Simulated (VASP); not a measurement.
# AgI in VASP: notebook

Runs on AgI. Level: PBE+D3(BJ). Tasks: single point, relaxation of the atoms.

Everything below comes from runs of VASP 6.6.1. Logs are shortened: lines on timing, memory, paths and dates and some standing lists are left out, and cuts for length are marked.

**1. The cell of the first run**

The cell holds a slab with vacuum, 4 atoms: a = 4.321 Å, b = 4.321 Å, c = 21.868 Å, α = 90.00°, β = 90.00°, γ = 90.00°.

**2. Single point, PBE+D3(BJ)**

INCAR

```
SYSTEM = AgI
ALGO = Normal
DIPOL = 0.5 0.5 0.500
EDIFF = 1E-6
ENCUT = 400
GGA = PE
GGA_COMPAT = .FALSE.
IDIPOL = 3
ISIF = 2
ISMEAR = 0
IVDW = 12
LASPH = .TRUE.
LCHARG = .FALSE.
LDIPOL = .TRUE.
LREAL = .FALSE.
LWAVE = .FALSE.
NBANDS = 26
NELM = 120
NELMDL = -8
PREC = Accurate
SIGMA = 0.05
```

KPOINTS

```
k-points
0
G
  6 6 1
  0 0 0
```

POSCAR

```
AgI
1.0
    4.3207921236      0.0000000000      0.0000000000
    0.0000000000      4.3207921236      0.0000000000
    0.0000000000      0.0000000000     21.8678712677
I Ag
2 2
Direct
    0.0000000000      0.5000000000      0.4115626935
    0.5000000000      0.0000000000      0.5884373065
    0.0000000000      0.0000000000      0.5000000196
    0.5000000000      0.5000000000      0.5000000196
```

Potentials or basis: VASP PAW PBE potentials, release 64 (I, Ag).

Run with:

```
> cat potpaw_PBE.64/I/POTCAR potpaw_PBE.64/Ag/POTCAR > POTCAR
> mpirun -np 1 vasp_std > vasp.out
```

OUTCAR:

```text
SYSTEM = AgI
   EDIFF = 1E-6
   ENCUT = 400
   GGA = PE
   ISIF = 2
   ISMEAR = 0
   IVDW = 12
   LASPH = .TRUE.
   LREAL = .FALSE.
   NELM = 120
   NELMDL = -8
   PREC = Accurate
 IVDW          = 12

 ion  position               nearest neighbor table
   1  0.000  0.500  0.412-   3 2.90   4 2.90   3 2.90   4 2.90
   2  0.500  0.000  0.588-   3 2.90   4 2.90   4 2.90   3 2.90
   3  0.000  0.000  0.500-   2 2.90   2 2.90   1 2.90   1 2.90   4 3.06   4 3.06   4 3.06   4 3.06

   4  0.500  0.500  0.500-   2 2.90   2 2.90   1 2.90   1 2.90   3 3.06   3 3.06   3 3.06   3 3.06

  LATTYP: Found a simple tetragonal cell.
 ALAT       =     4.3207921236
 C/A-ratio  =     5.0610792286

  Lattice vectors:

 A1 = (   4.3207921236,   0.0000000000,   0.0000000000)
 A2 = (   0.0000000000,   4.3207921236,   0.0000000000)
 A3 = (   0.0000000000,   0.0000000000,  21.8678712677)

Analysis of symmetry for initial positions (statically):
=====================================================================
 Subroutine PRICEL returns:
 Original cell was already a primitive cell.

 Routine SETGRP: Setting up the symmetry group for a
 simple tetragonal supercell.

 Subroutine GETGRP returns: Found 16 space group operations
 (whereof  8 operations were pure point group operations)
 out of a pool of 16 trial point group operations.

The static configuration has the point symmetry D_2d.
 The point group associated with its full space group is D_4h.

Analysis of symmetry for dynamics (positions and initial velocities):
=====================================================================
 Subroutine PRICEL returns:
 Original cell was already a primitive cell.

 Routine SETGRP: Setting up the symmetry group for a
 simple tetragonal supercell.

 Subroutine GETGRP returns: Found 16 space group operations
 (whereof  8 operations were pure point group operations)
 out of a pool of 16 trial point group operations.

The dynamic configuration has the point symmetry D_2d.
 The point group associated with its full space group is D_4h.

 Subroutine INISYM returns: Found 16 space group operations
 (whereof  8 operations are pure point group operations),
 and found     1 'primitive' translations

----------------------------------------------------------------------------------------
[... 83 lines left out ...]
   LREAL  =      F    real-space projection
   EDIFFG = 0.1E-04   stopping-criterion for IOM
   NSW    =      0    number of steps for IOM
   IBRION =     -1    ionic relax: 0-MD 1-quasi-New 2-CG
   NFREE  =      0    steps in history (QN), initial steepest desc. (CG)
   ISIF   =      2    stress and relaxation
   ISYM   =      2    0-nonsym 1-usesym 2-fastsym
   POTIM  = 0.5000    time-step for ionic-motion
   TEBEG  =    0.0;   TEEND  =   0.0 temperature during run
   PSTRESS=    0.0 pullay stress
   NELECT =      36.0000    total number of electrons
   NUPDOWN=      -1.0000    fix difference up-down
   EMIN   =  10.00;   EMAX   =-10.00  energy-range for DOS
   EFERMI =   0.00;   METHOD = LEGACY
   ISMEAR =     0;   SIGMA  =   0.05  broadening in eV -4-tet -1-fermi 0-gaus
   EFERMI_NEDOS =   21; number of points for ismear=-14 and -15
   IALGO  =     38    algorithm
   IMIX   =      4    mixing-type and parameters
     AMIX     =   0.40;   BMIX     =  1.00
     AMIX_MAG =   1.60;   BMIX_MAG =  1.00
  volume/ion in A,a.u.               =     102.06       688.76
  Fermi-wavevector in a.u.,A,eV,Ry     =   0.728671  1.376988  7.224161  0.530961
  Thomas-Fermi vector in A             =   1.820202
   LORBIT       =      0    0 simple, 1 ext, 2 COOP (PROOUT), +10 PAW based schemes
   GGA     = PE    functional components
   LHFCALC =     F    Hartree Fock is set to
   AEXX    =    0.0000 exact exchange contribution
   IVDW    =    12    specifies the selected vdW correction
   LEPSILON=     F    determine dielectric tensor
   LRPA    =     F    only Hartree local field effects (RPA)
 non-spin polarized calculation
 Gauss-broadening in eV      SIGMA  =   0.05
  energy-cutoff  :      400.00
  volume of cell :      408.26
 maximum number of plane-waves:      7444
   NGX = 15   NGY = 15   NGZ = 71

 number of electron      35.9999959 magnetization

 dipolmoment           0.000000      0.000000     -0.000005 electrons x Angstroem

 Free energy of the ion-electron system (eV)
  ---------------------------------------------------
  ext. energy  EPLUGINS =         0.00000000
  ---------------------------------------------------
  free energy    TOTEN  =        -9.43960020 eV

  energy without entropy =       -9.43960020  energy(sigma->0) =       -9.43960020

 E-fermi :  -2.5414     XC(G=0):  -3.2253

 val. band max:       -2.7973912962   @ k =   0.0000   0.0000   0.0000
 cond. band min:      -0.7408109083   @ k =   0.0000   0.0000   0.0000
 fundamental gap:      2.0565803880
 Fermi energy:        -2.5414317410

 k-point     1 :       0.0000    0.0000    0.0000
  band No.  band energies     occupation
      1     -15.1420      2.00000
      2     -14.9300      2.00000
      3      -7.4705      2.00000
      4      -7.2753      2.00000
      5      -6.8849      2.00000
      6      -6.8781      2.00000
[... 279 lines left out ...]
     25       4.5261      0.00000
     26       4.5261      0.00000

------------------------ aborting loop because EDIFF is reached ----------------------------------------

 vacuum level on the upper side and lower side of the slab       (xc-potential included)        -0.172        -0.172

 Edisp (eV)   -1.06661

 E8    (eV) :    -0.4947

  FORCE on cell =-STRESS in cart. coord.  units (eV):
  Direction    XX          YY          ZZ          XY          YZ          ZX
  --------------------------------------------------------------------------------------
  -------------------------------------------------------------------------------------
  Total      -0.10780    -0.10780    -0.15450     0.00000     0.00000    -0.00000
  in kB      -0.42304    -0.42304    -0.60634     0.00000     0.00000    -0.00000
  external pressure =       -0.48 kB  Pullay stress =        0.00 kB

 VOLUME and BASIS-vectors are now :
 -----------------------------------------------------------------------------
  energy-cutoff  :      400.00
  volume of cell :      408.26
      direct lattice vectors                 reciprocal lattice vectors
     4.320792124  0.000000000  0.000000000     0.231439044  0.000000000  0.000000000
     0.000000000  4.320792124  0.000000000     0.000000000  0.231439044  0.000000000
     0.000000000  0.000000000 21.867871268     0.000000000  0.000000000  0.045729188

 POSITION                                       TOTAL-FORCE (eV/Angst)
 -----------------------------------------------------------------------------------
      0.00000      2.16040      9.00000         0.000000      0.000000      0.009766
      2.16040      0.00000     12.86787         0.000000     -0.000000     -0.009766
      0.00000      0.00000     10.93394        -0.000000      0.000000      0.000000
      2.16040      2.16040     10.93394         0.000000     -0.000000      0.000000
 -----------------------------------------------------------------------------------
    total drift:                                0.000000      0.000000     -0.000693

  FREE ENERGIE OF THE ION-ELECTRON SYSTEM (eV)
  ---------------------------------------------------
  free  energy   TOTEN  =       -10.5062093973 eV

  energy  without entropy=      -10.5062093973  energy(sigma->0) =      -10.50620940

 vacuum level on the upper side and lower side of the slab         2.679         2.679
```

stdout:

```text
POSCAR found type information on POSCAR I Ag
 POSCAR found :  2 types and       4 ions
 scaLAPACK will be used
 LDA part: xc-table for (Slater+PW92), standard interpolation
 POSCAR, INCAR and KPOINTS ok, starting setup
 FFT: planning ... GRIDC
 FFT: planning ... GRID_SOFT
 FFT: planning ... GRID
 WAVECAR not read
 entering main loop
```

Wall time 2 min (1 thread of Intel Xeon Platinum 8488C (Sapphire Rapids), shared host); peak memory 0.36 GiB.

What came out:

```yaml
Free_energy: -10.5062 eV
Largest_force: 0.010 eV/Å
Band_gap_on_the_k_mesh: 2.06 eV
Dispersion_energy_per_atom: -0.267 eV
```

Forces on the atoms (eV/Å):
```
I    0.000  0.000  0.010
I    0.000  0.000 -0.010
Ag   0.000  0.000  0.000
Ag   0.000  0.000  0.000
```

Caveat: spin-orbit coupling is left out, which moves the levels of the heavy elements.

**3. Single point, PBE+D3(BJ)**

This run uses another cell than the first one.

INCAR

```
PREC = Accurate
ENCUT = 400
EDIFF = 1E-6
ISMEAR = 0
SIGMA = 0.05
LREAL = False
LASPH = True
NELM = 120
ALGO = Normal
ISIF = 2
LWAVE = False
LCHARG = True
LDIPOL = True
IDIPOL = 3
DIPOL = 0.5 0.5 0.500
GGA = PE
IVDW = 12
LELF = True
LVHAR = True
LVACPOTAV = True
NBANDS = 26
GGA_COMPAT = False
NELMDL = -8
```

KPOINTS

```
Automatic mesh
0
Gamma
  8 8 1
```

POSCAR

```
AgI
1.0
    4.3207921236      0.0000000000      0.0000000000
    0.0000000000      4.3207921236      0.0000000000
    0.0000000000      0.0000000000     21.7105690170
I Ag
2 2
Direct
    0.0000000000      0.5000000000      0.4109219180
    0.5000000000      0.0000000000      0.5890780623
    0.0000000000      0.0000000000      0.5000000099
    0.5000000000      0.5000000000      0.5000000099
```

Potentials or basis: VASP PAW PBE potentials, release 64 (I, Ag).

Run with:

```
> cat potpaw_PBE.64/I/POTCAR potpaw_PBE.64/Ag/POTCAR > POTCAR
> mpirun -np 1 vasp_std > vasp.out
```

OUTCAR:

```text
PREC = Accurate
   ENCUT = 400
   EDIFF = 1E-6
   ISMEAR = 0
   LREAL = False
   LASPH = True
   NELM = 120
   ISIF = 2
   GGA = PE
   IVDW = 12
   NELMDL = -8
 IVDW          = 12

 ion  position               nearest neighbor table
   1  0.000  0.500  0.411-   3 2.90   4 2.90   3 2.90   4 2.90
   2  0.500  0.000  0.589-   3 2.90   4 2.90   4 2.90   3 2.90
   3  0.000  0.000  0.500-   2 2.90   2 2.90   1 2.90   1 2.90   4 3.06   4 3.06   4 3.06   4 3.06

   4  0.500  0.500  0.500-   2 2.90   2 2.90   1 2.90   1 2.90   3 3.06   3 3.06   3 3.06   3 3.06

  LATTYP: Found a simple tetragonal cell.
 ALAT       =     4.3207921236
 C/A-ratio  =     5.0246733460

  Lattice vectors:

 A1 = (   4.3207921236,   0.0000000000,   0.0000000000)
 A2 = (   0.0000000000,   4.3207921236,   0.0000000000)
 A3 = (   0.0000000000,   0.0000000000,  21.7105690170)

Analysis of symmetry for initial positions (statically):
=====================================================================
 Subroutine PRICEL returns:
 Original cell was already a primitive cell.

 Routine SETGRP: Setting up the symmetry group for a
 simple tetragonal supercell.

 Subroutine GETGRP returns: Found 16 space group operations
 (whereof  8 operations were pure point group operations)
 out of a pool of 16 trial point group operations.

The static configuration has the point symmetry D_2d.
 The point group associated with its full space group is D_4h.

Analysis of symmetry for dynamics (positions and initial velocities):
=====================================================================
 Subroutine PRICEL returns:
 Original cell was already a primitive cell.

 Routine SETGRP: Setting up the symmetry group for a
 simple tetragonal supercell.

 Subroutine GETGRP returns: Found 16 space group operations
 (whereof  8 operations were pure point group operations)
 out of a pool of 16 trial point group operations.

The dynamic configuration has the point symmetry D_2d.
 The point group associated with its full space group is D_4h.

 Subroutine INISYM returns: Found 16 space group operations
 (whereof  8 operations are pure point group operations),
 and found     1 'primitive' translations

----------------------------------------------------------------------------------------

                                     Primitive cell

  volume of cell :     405.3199

  direct lattice vectors                    reciprocal lattice vectors
     4.320792124  0.000000000  0.000000000     0.231439044  0.000000000  0.000000000
     0.000000000  4.320792124  0.000000000     0.000000000  0.231439044  0.000000000
     0.000000000  0.000000000 21.710569017     0.000000000  0.000000000  0.046060515

  length of vectors
     4.320792124  4.320792124 21.710569017     0.231439044  0.231439044  0.046060515

  position of ions in fractional coordinates (direct lattice)
     0.000000000  0.500000000  0.410921918
     0.500000000  0.000000000  0.589078062
     0.000000000  0.000000000  0.500000010
     0.500000000  0.500000000  0.500000010

  ion indices of the primitive-cell ions
   primitive index   ion index
                 1           1
                 2           2
                 3           3
                 4           4

----------------------------------------------------------------------------------------

 KPOINTS: Automatic mesh

[... 35 lines left out ...]
  0.500000  0.250000  0.000000      4.000000
  0.375000  0.375000  0.000000      4.000000
  0.500000  0.375000  0.000000      4.000000
  0.500000  0.500000  0.000000      1.000000
   k-points           NKPTS =     15   k-points in BZ     NKDIM =     15   number of bands    NBANDS=     26
   number of dos      NEDOS =    301   number of ions     NIONS =      4
   total plane-waves  NPLWV = 112896
   dimension x,y,z NGX =    28 NGY =   28 NGZ =  144
   dimension x,y,z NGXF=    56 NGYF=   56 NGZF=  288
   ions per type =               2   2
   NGX,Y,Z   is equivalent  to a cutoff of  10.77, 10.77, 11.03 a.u.
   NGXF,Y,Z  is equivalent  to a cutoff of  21.55, 21.55, 22.05 a.u.
 SYSTEM =  unknown system
   PREC   = accura    normal or accurate (medium, high low for compatibility)
   ISTART =      0    job   : 0-new  1-cont  2-samecut
   ICHARG =      2    charge: 1-file 2-atom 10-const
   ISPIN  =      1    spin polarized calculation?
   LNONCOLLINEAR =      F non collinear calculations
   LSORBIT =      F    spin-orbit coupling
   LASPH  =      T    aspherical Exc in radial PAW
   ENCUT  =  400.0 eV  29.40 Ry    5.42 a.u.   7.05  7.05 35.40*2*pi/ulx,y,z
   NELM   =    120;   NELMIN=  2; NELMDL= -8     # of ELM steps
   EDIFF  = 0.1E-05   stopping-criterion for ELM
   LREAL  =      F    real-space projection
   EDIFFG = 0.1E-04   stopping-criterion for IOM
   NSW    =      0    number of steps for IOM
   IBRION =     -1    ionic relax: 0-MD 1-quasi-New 2-CG
   NFREE  =      0    steps in history (QN), initial steepest desc. (CG)
   ISIF   =      2    stress and relaxation
   ISYM   =      2    0-nonsym 1-usesym 2-fastsym
   POTIM  = 0.5000    time-step for ionic-motion
   TEBEG  =    0.0;   TEEND  =   0.0 temperature during run
   PSTRESS=    0.0 pullay stress
   NELECT =      36.0000    total number of electrons
   NUPDOWN=      -1.0000    fix difference up-down
   EMIN   =  10.00;   EMAX   =-10.00  energy-range for DOS
   EFERMI =   0.00;   METHOD = LEGACY
   ISMEAR =     0;   SIGMA  =   0.05  broadening in eV -4-tet -1-fermi 0-gaus
   EFERMI_NEDOS =   21; number of points for ismear=-14 and -15
   IALGO  =     38    algorithm
   IMIX   =      4    mixing-type and parameters
     AMIX     =   0.40;   BMIX     =  1.00
     AMIX_MAG =   1.60;   BMIX_MAG =  1.00
  volume/ion in A,a.u.               =     101.33       683.81
  Fermi-wavevector in a.u.,A,eV,Ry     =   0.730426  1.380305  7.259014  0.533522
  Thomas-Fermi vector in A             =   1.822393
   LORBIT       =      0    0 simple, 1 ext, 2 COOP (PROOUT), +10 PAW based schemes
   GGA     = PE    functional components
   LHFCALC =     F    Hartree Fock is set to
   AEXX    =    0.0000 exact exchange contribution
   IVDW    =    12    specifies the selected vdW correction
   LEPSILON=     F    determine dielectric tensor
   LRPA    =     F    only Hartree local field effects (RPA)
 non-spin polarized calculation
 Gauss-broadening in eV      SIGMA  =   0.05
  energy-cutoff  :      400.00
  volume of cell :      405.32
 maximum number of plane-waves:      7404
   NGX = 15   NGY = 15   NGZ = 71

 number of electron      35.9999969 magnetization

 dipolmoment           0.000000      0.000000      0.000001 electrons x Angstroem

 Free energy of the ion-electron system (eV)
  ---------------------------------------------------
  ext. energy  EPLUGINS =         0.00000000
  ---------------------------------------------------
  free energy    TOTEN  =        -9.44042443 eV

  energy without entropy =       -9.44042443  energy(sigma->0) =       -9.44042443

 E-fermi :  -2.5567     XC(G=0):  -3.2470

 val. band max:       -2.7775889860   @ k =   0.0000   0.0000   0.0000
 cond. band min:      -0.7207491768   @ k =   0.0000   0.0000   0.0000
 fundamental gap:      2.0568398092
 Fermi energy:        -2.5567120175

 k-point     1 :       0.0000    0.0000    0.0000
  band No.  band energies     occupation
      1     -15.1223      2.00000
      2     -14.9103      2.00000
      3      -7.4504      2.00000
      4      -7.2552      2.00000
      5      -6.8647      2.00000
      6      -6.8580      2.00000
[... 424 lines left out ...]
     25       4.5463      0.00000
     26       4.5463      0.00000

------------------------ aborting loop because EDIFF is reached ----------------------------------------

 Edisp (eV)   -1.06665

 E8    (eV) :    -0.4947

  FORCE on cell =-STRESS in cart. coord.  units (eV):
  Direction    XX          YY          ZZ          XY          YZ          ZX
  --------------------------------------------------------------------------------------
  -------------------------------------------------------------------------------------
  Total      -0.11385    -0.11385    -0.15652     0.00000     0.00000     0.00000
  in kB      -0.45004    -0.45004    -0.61871     0.00000     0.00000     0.00000
  external pressure =       -0.51 kB  Pullay stress =        0.00 kB

 VOLUME and BASIS-vectors are now :
 -----------------------------------------------------------------------------
  energy-cutoff  :      400.00
  volume of cell :      405.32
      direct lattice vectors                 reciprocal lattice vectors
     4.320792124  0.000000000  0.000000000     0.231439044  0.000000000  0.000000000
     0.000000000  4.320792124  0.000000000     0.000000000  0.231439044  0.000000000
     0.000000000  0.000000000 21.710569017     0.000000000  0.000000000  0.046060515

 POSITION                                       TOTAL-FORCE (eV/Angst)
 -----------------------------------------------------------------------------------
      0.00000      2.16040      8.92135         0.000000      0.000000      0.010043
      2.16040      0.00000     12.78922         0.000000      0.000000     -0.010043
      0.00000      0.00000     10.85528         0.000000     -0.000000      0.000000
      2.16040      2.16040     10.85528        -0.000000      0.000000      0.000000
 -----------------------------------------------------------------------------------
    total drift:                                0.000000      0.000000      0.000008

  FREE ENERGIE OF THE ION-ELECTRON SYSTEM (eV)
  ---------------------------------------------------
  free  energy   TOTEN  =       -10.5070739259 eV

  energy  without entropy=      -10.5070739258  energy(sigma->0) =      -10.50707393

 vacuum level on the upper side and lower side of the slab         2.850         2.850
```

Run time: 3.1 min. Hardware: 1 thread of Intel Xeon Platinum 8488C (Sapphire Rapids), shared host; peak memory 0.38 GiB.

Results:

```
Free energy                : -10.5071 eV
Largest force              : 0.010 eV/Å
Band gap on the k mesh     : 2.06 eV
Dispersion energy per atom : -0.267 eV
```

Forces on the atoms (eV/Å):
```
I    0.000  0.000  0.010
I    0.000  0.000 -0.010
Ag   0.000  0.000  0.000
Ag   0.000  0.000  0.000
```

Levels at points of the mesh, in eV from the valence-band top:
| k point | band 16 | band 17 | band 18 | band 19 | band 20 | band 21 |
| --- | --- | --- | --- | --- | --- | --- |
| (0.00, 0.00, 0.00) | -1.08 | 0.00 | 0.00 | 2.06 | 4.20 | 4.79 |
| (0.50, 0.00, 0.00) | -0.94 | -0.26 | -0.26 | 3.05 | 3.05 | 5.89 |
| (0.50, 0.50, 0.00) | -1.72 | -1.35 | -1.35 | 3.95 | 3.95 | 4.03 |

Caveat: spin-orbit coupling is left out, which moves the levels of the heavy elements.

(Part 1 of 2 ends here.)
